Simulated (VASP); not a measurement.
Wanted: the native input for a VASP 6.6.1 run.

| Quantity | Value |
| --- | --- |
| Task | density of states |
| Functional | PBE |
| Potentials or basis | VASP PAW PBE potentials, release 64 (Ga_d) |
| Cutoff | 520 eV |
| k mesh | 14 × 14 × 14 |
| Occupations | fermi-dirac, width 0.05 eV |
| Spin | no spin polarisation |
| Dipole correction | no |
| k mesh for the DOS | 21 × 21 × 21 |
| Occupations for the DOS | tetrahedron |
| Further INCAR settings | ALGO = Normal; EDIFF = 1e-07; NBANDS = 12 |

The system is Ga.

```
Ga
1.0
     2.71956    0.00000    0.00000
     0.00000    2.71956    0.00000
     0.00000    0.00000    2.71956
Ga
1
Direct
  0.00000 0.00000 0.00000
```

One way to write it, as run:

POSCAR

```
Ga
1.0
    2.7195601599      0.0000000000      0.0000000000
    0.0000000000      2.7195601599      0.0000000000
    0.0000000000      0.0000000000      2.7195601599
Ga
1
Direct
    0.0000000000      0.0000000000      0.0000000000
```

INCAR.step1

```
  ALGO = Normal
  EDIFF = 1E-7
  ENCUT = 520
  GGA = PE
  ISIF = 2
  ISMEAR = -1
  LASPH = T
  LCHARG = T
  LREAL = F
  LWAVE = F
  NBANDS = 12
  NELM = 80
  PREC = Accurate
  SIGMA = 0.05
```

KPOINTS.step1

```
k-points
0
Gamma
  14 14 14
```

INCAR.step2

```
  ALGO = Normal
  EDIFF = 1E-7
  ENCUT = 520
  GGA = PE
  ICHARG = 11
  ISIF = 2
  ISMEAR = -5
  LASPH = T
  LCHARG = F
  LORBIT = 11
  LREAL = F
  LWAVE = F
  NBANDS = 12
  NEDOS = 2001
  NELM = 80
  PREC = Accurate
  SIGMA = 0.05
```

KPOINTS.step2

```
k-points
0
Gamma
  21 21 21
```

Potentials or basis: VASP PAW PBE potentials, release 64 (Ga_d).

Command:

```bash
$ cat potpaw_PBE.64/Ga_d/POTCAR > POTCAR
$ cp INCAR.step1 INCAR
$ cp KPOINTS.step1 KPOINTS
$ mpirun -np 1 vasp_std > vasp.out
$ cp INCAR.step2 INCAR
$ cp KPOINTS.step2 KPOINTS
$ mpirun -np 1 vasp_std > vasp.out
```

It gave:

```yaml
Valence_electrons_inside_the_program's_atomic_spheres: Ga 11.56
```

It took 19 s on 1 thread of Intel(R) Xeon(R) 6975P-C (Granite Rapids), on a shared host, peak memory 0.17 GiB.
